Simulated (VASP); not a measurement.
Si4O7 (a cell with a defect), 11 atoms in the cell. The cell holds a defect, 11 atoms: a = 5.018 Å, b = 5.018 Å, c = 5.018 Å, α = 106.70°, β = 106.70°, γ = 115.16°.  This cell differs from its parent crystal: atoms taken out, atom 9 moved 0.250 of the way to it and -0.125 Å across, host rigid.

* Program: VASP 6.6.1
* Task: single point
* Functional: PBE
* Potentials or basis: VASP PAW PBE potentials, release 64 (Si, O)
* Cutoff: 520 eV
* k mesh: 6 × 6 × 6
* Occupations: gaussian, width 0.05 eV
* Spin: no spin polarisation
* Dipole correction: no
* Further INCAR settings: ALGO = Normal; EDIFF = 1e-06; NBANDS = 40

Potentials or basis: VASP PAW PBE potentials, release 64 (Si, O).

Run with:

```sh
$ cat potpaw_PBE.64/Si/POTCAR potpaw_PBE.64/O/POTCAR > POTCAR
$ mpirun -np 1 vasp_std > vasp.out
```

Hardware: 1 thread of Intel(R) Xeon(R) Platinum 8488C (Sapphire Rapids) (shared host).

Q: Estimate the wall time of this run.

A: Wall time 4.1 min on 1 thread of Intel(R) Xeon(R) Platinum 8488C (Sapphire Rapids), with other jobs on the host, peak memory 0.34 GiB. Counts: scf iterations 14, k points 68.
